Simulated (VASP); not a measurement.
A run of VASP 6.6.1 is set up as follows.

File INCAR:

```
SYSTEM = Ga4SbP3
ALGO     = Normal         ! electronic algorithm
EDIFF    = 1E-7           ! SCF threshold, eV
ENCUT    = 520            ! plane-wave cutoff, eV
GGA      = PS             ! functional
ISIF     = 2              ! what is computed and relaxed
ISMEAR   = 0              ! smearing method
LASPH    = .TRUE.         ! aspherical terms in the spheres
LCHARG   = .TRUE.         ! write CHGCAR
LELF     = .TRUE.         ! ELF
LREAL    = Auto         
LVHAR    = .TRUE.       
LWAVE    = .FALSE.        ! write WAVECAR
NBANDS   = 86             ! bands
NELM     = 100            ! most SCF steps
PREC     = Accurate       ! precision mode
SIGMA    = 0.01           ! smearing width, eV
```

The input KPOINTS:

```
k-points
0
G
  4 4 4
  0 0 0
```

POSCAR

```
Ga4SbP3
1.0
   -0.0053520742      5.6069367683      5.6171788858
    5.6069367683     -0.0053520742      5.6171788858
    5.6015846941      5.6015846941      0.0000000000
Ga Sb P
8 2 6
Direct
   -0.0152014203     -0.0152014203      0.0152014203
   -0.0152014203     -0.0152014203      0.5152014203
   -0.0071351810      0.5199771161     -0.0064209676
   -0.0071351810      0.5199771161      0.4935790324
    0.5199771161     -0.0071351810     -0.0064209676
    0.5199771161     -0.0071351810      0.4935790324
    0.5016652881      0.5016652881     -0.0016652881
    0.5016652881      0.5016652881      0.4983347119
    0.1251666135      0.1251666135      0.1248333865
    0.1251666135      0.1251666135      0.6248333865
    0.1251633547      0.6243354785      0.1252505834
    0.1251633547      0.6243354785      0.6252505834
    0.6243354785      0.1251633547      0.1252505834
    0.6243354785      0.1251633547      0.6252505834
    0.6260287504      0.6260287504      0.1239712496
    0.6260287504      0.6260287504      0.6239712496
```

Potentials or basis: VASP PAW PBE potentials, release 64 (Ga_d, Sb, P).

The run is started by

```console
$ cat potpaw_PBE.64/Ga_d/POTCAR potpaw_PBE.64/Sb/POTCAR potpaw_PBE.64/P/POTCAR > POTCAR
$ mpirun -np 1 vasp_std > vasp.out
```

Question: Estimate the band gap on the k mesh.

Answer: 0.05 eV.

Question: Predict the largest force.

Answer: 0.021 eV/Å.

Question: Predict the pressure.

Answer: 0.0 GPa.

Forces in eV/Å, atoms in the order of the input:
```
Ga   0.000  0.000 -0.021
Ga   0.000  0.000 -0.021
Ga   0.009 -0.009  0.006
Ga   0.009 -0.009  0.006
Ga  -0.009  0.009  0.006
Ga  -0.009  0.009  0.006
Ga   0.000  0.000  0.004
Ga   0.000  0.000  0.004
Sb   0.000  0.000  0.000
Sb   0.000  0.000  0.000
P    0.000  0.000  0.000
P    0.000  0.000  0.000
P    0.000  0.000  0.000
P    0.000  0.000  0.000
P    0.000  0.000  0.004
P    0.000  0.000  0.004
```

Caveat: the PAW data sets were made with another functional, which shifts forces and pressure a little; spin-orbit coupling is left out, which moves the levels of the heavy elements. A k mesh can miss the band edges.
